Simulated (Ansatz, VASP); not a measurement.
## SiC: VASP beside Ansatz

File INCAR:

```
PREC = Accurate
ENCUT = 520
EDIFF = 1E-6
ISMEAR = 0
SIGMA = 0.05
LREAL = False
LASPH = True
NELM = 80
ALGO = Normal
ISIF = 2
LWAVE = False
LCHARG = True
GGA = PE
LELF = True
LVHAR = True
NBANDS = 16
```

KPOINTS

```
Automatic mesh
0
Gamma
  12 12 6
```

File POSCAR:

```
SiC
1.0
    3.0456069334      0.0000000000      0.0000000000
   -1.5228034667      2.6375729743      0.0000000000
    0.0000000000      0.0000000000      5.0737646004
Si C
2 2
Direct
    0.3333333333      0.6666666667      0.0045636718
    0.6666666667      0.3333333333      0.5045636718
    0.3333333333      0.6666666667      0.3804363282
    0.6666666667      0.3333333333      0.8804363282
```

Input for Ansatz:

```yaml
crystal:
  lattice:
    - [3.0456069334, 0.0, 0.0]
    - [-1.5228034667, 2.6375729743, 0.0]
    - [0.0, 0.0, 5.0737646004]
  atoms:
    - { symbol: Si, position: [0.3333333333, 0.6666666667, 0.0045636718] }
    - { symbol: Si, position: [0.6666666667, 0.3333333333, 0.5045636718] }
    - { symbol: C, position: [0.3333333333, 0.6666666667, 0.3804363282] }
    - { symbol: C, position: [0.6666666667, 0.3333333333, 0.8804363282] }
basis:
  ecutwfc: 420
kpoints:
  mp_grid: { grid: [12, 12, 6] }
hamiltonian:
  xc: pbe
scf:
  occupations: { method: gaussian, width: 0.05 }
output:
  forces: true
  stress: true
  eigenvalues: true
  write_density: true
  write_potential: true
  elf: true
  volumetric_format: npy
```

Change from the starting cell: strain -0.0150 x Voigt [1, 1, 0, 0, 0, 0], atoms carried along.

Alike in both runs: task single point; functional PBE; k mesh 12 × 12 × 6; occupations gaussian, width 0.05 eV; no spin polarisation.

|  | VASP | Ansatz |
| --- | --- | --- |
| version | VASP 6.6.1 | Ansatz 0.2.0 |
| potentials or method | VASP PAW PBE potentials, release 64 (Si, C), cutoff 520 eV | scalar-relativistic, plane waves, PAW |
| valence electrons in the cell | 16 | 16 |

VASP gave:

| Item | Value |
| --- | --- |
| gap on the k mesh at the Fermi level (eV) | 2.19 |
| least direct gap on the mesh (eV) | 4.14 |
| pressure (GPa) | 6.9 |
| traceless stress, the component that is largest in VASP (GPa) | -5.89 |
| rms of the force components (eV/Å) | 0.092 |

Question: Which values does Ansatz return?

Answer: gap on the k mesh at the Fermi level (eV): 2.20; least direct gap on the mesh (eV): 4.14; pressure (GPa): 7.0; traceless stress, the component that is largest in VASP (GPa): -5.88; rms of the force components (eV/Å): 0.092.

Atom by atom the forces differ by 0.000 eV/Å (rms over components). With one functional, cell and mesh, what is left measures potentials, basis and numerics.
